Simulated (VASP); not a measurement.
TiO2: single point with BLYP

Crystal: TiO2.

```
Ti O
1.0
    -1.89210    1.89210    4.75730
     1.89210   -1.89210    4.75730
     1.89210    1.89210   -4.75730
Ti O
2 4
Cartesian
  0.0000 0.0000 0.0000
  0.0000 1.8921 2.3786
  0.0000 0.0000 1.9800
  0.0000 1.8921 4.3586
  0.0000 1.8921 0.3987
  0.0000 0.0000 7.5346
```

```yaml
Program: VASP 6.6.1
Task: single point
Functional: BLYP
Potentials_or_basis: VASP PAW PBE potentials, release 64 (Ti_sv, O_h)
Cutoff: 1340 eV
k_mesh: 8 × 8 × 8
Occupations: gaussian, width 0.01 eV
Spin: no spin polarisation
```

```
Pressure               : 11.0 GPa
Largest force          : 0.218 eV/Å
Band gap on the k mesh : 2.14 eV (least direct gap 2.44 eV)
```

Forces on the atoms (eV/Å):
```
Ti   0.000  0.000  0.000
Ti   0.000  0.000  0.000
O    0.000  0.000  0.218
O    0.000  0.000  0.218
O    0.000  0.000 -0.218
O    0.000  0.000 -0.218
```

Stress tensor (GPa, compression positive):
```
10.42  0.00  0.00
 0.00 10.42  0.00
 0.00  0.00 12.29
```

Levels at points of the mesh, in eV from the valence-band top:
```tsv
k point	band 21	band 22	band 23	band 24	band 25	band 26	band 27	band 28
(0.00, 0.00, 0.00)	-0.72	-0.72	-0.43	-0.43	2.14	2.85	3.98	3.98
(0.50, 0.00, 0.00)	-1.91	-0.91	-0.80	-0.60	3.24	3.55	3.56	3.66
(0.50, 0.50, 0.00)	-2.01	-2.01	0.00	0.00	3.34	3.34	3.82	3.82
(0.50, 0.50, 0.50)	-1.22	-1.22	-0.09	-0.09	2.48	2.48	3.76	3.76
```

Wall time 17 min on 1 thread of Intel(R) Xeon(R) Platinum 8488C (Sapphire Rapids), on a shared host, peak memory 0.94 GiB.

Caveat: the cell stands under pressure; the PAW data sets were made with another functional, which shifts forces and pressure a little. A k mesh can miss the band edges.
